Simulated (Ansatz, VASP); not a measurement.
## HPbNO4 in VASP and in Ansatz

INCAR

```
PREC     = Accurate       # precision mode
ENCUT    = 520            # plane-wave cutoff, eV
EDIFF    = 1E-6           # SCF threshold, eV
ISMEAR   = -1             # smearing method
SIGMA    = 0.05           # smearing width, eV
LREAL    = False          # projectors in reciprocal space
LASPH    = True           # aspherical terms in the spheres
NELM     = 80             # most SCF steps
ALGO     = Normal         # electronic algorithm
ISIF     = 2              # what is computed and relaxed
LWAVE    = False          # write WAVECAR
LCHARG   = False          # write CHGCAR
GGA      = PE             # functional
NBANDS   = 31             # bands
```

KPOINTS

```
Automatic mesh
0
Gamma
  6 4 4
```

Contents of POSCAR:

```
HPbNO4
1.0
    4.2753100000     -0.0004000000      0.0063600000
   -2.0839900000      5.2077500000     -0.0490700000
   -2.1237700000     -1.8657400000      4.9149100000
H Pb N O
1 1 1 4
Direct
    0.9907300000      0.0333000000      0.9099400000
    0.5027400000      0.8198900000      0.1428700000
    0.0083800000      0.4740800000      0.5026500000
    0.9981600000      0.9274100000      0.0287700000
    0.1946700000      0.7343500000      0.6085200000
    0.8167300000      0.3588200000      0.2455600000
    0.0138100000      0.3312100000      0.6521700000
```

File input.yaml:

```yaml
crystal:
  lattice:
    - [4.27531, -0.0004, 0.00636]
    - [-2.08399, 5.20775, -0.04907]
    - [-2.12377, -1.86574, 4.91491]
  atoms:
    - { symbol: H, position: [0.99073, 0.0333, 0.90994] }
    - { symbol: Pb, position: [0.50274, 0.81989, 0.14287] }
    - { symbol: "N", position: [0.00838, 0.47408, 0.50265] }
    - { symbol: O, position: [0.99816, 0.92741, 0.02877] }
    - { symbol: O, position: [0.19467, 0.73435, 0.60852] }
    - { symbol: O, position: [0.81673, 0.35882, 0.24556] }
    - { symbol: O, position: [0.01381, 0.33121, 0.65217] }
kpoints:
  mp_grid: { grid: [6, 4, 4] }
  band_path:
    path: [[0.0, 0.5, 0.0], [0.0, 0.0, 0.0], [0.0, 0.0, -0.5]]
    npoints: 12
scf:
  occupations: { method: fermi_dirac, width: 0.05 }
hamiltonian:
  xc: pbe
  pseudopotentials: { kind: all_electron, lapw: { basis_error: 0.002 } }
output:
  forces: true
  stress: true
  eigenvalues: true
```

Alike in both runs: functional PBE; k mesh 6 × 4 × 4; occupations fermi-dirac, width 0.05 eV; no spin polarisation.

|  | VASP | Ansatz |
| --- | --- | --- |
| version | VASP 6.6.1 | Ansatz 0.2.0 |
| potentials or method | VASP PAW PBE potentials, release 64 (H, Pb_d, N, O), cutoff 520 eV | all-electron LAPW, scalar-relativistic |
| task | single point | band structure |

```csv
,VASP,Ansatz,Ansatz less VASP
gap on the k mesh at the Fermi level (eV),2.84,2.87,+0.033
least direct gap on the mesh (eV),3.14,3.18,+0.035
pressure (GPa),0.6,-0.1,-0.68
"traceless stress, the component that is largest in VASP (GPa)",-0.76,0.10,+0.862
rms of the force components (eV/Å),0.149,0.020,-0.1282
```

Atom by atom the forces differ by 0.169 eV/Å (rms over components). One of these differences is far larger than is usual between the two programs; its cause wasn't traced. Ansatz ran all-electron here, and VASP with PAW potentials.

Neither program's run includes spin-orbit coupling.
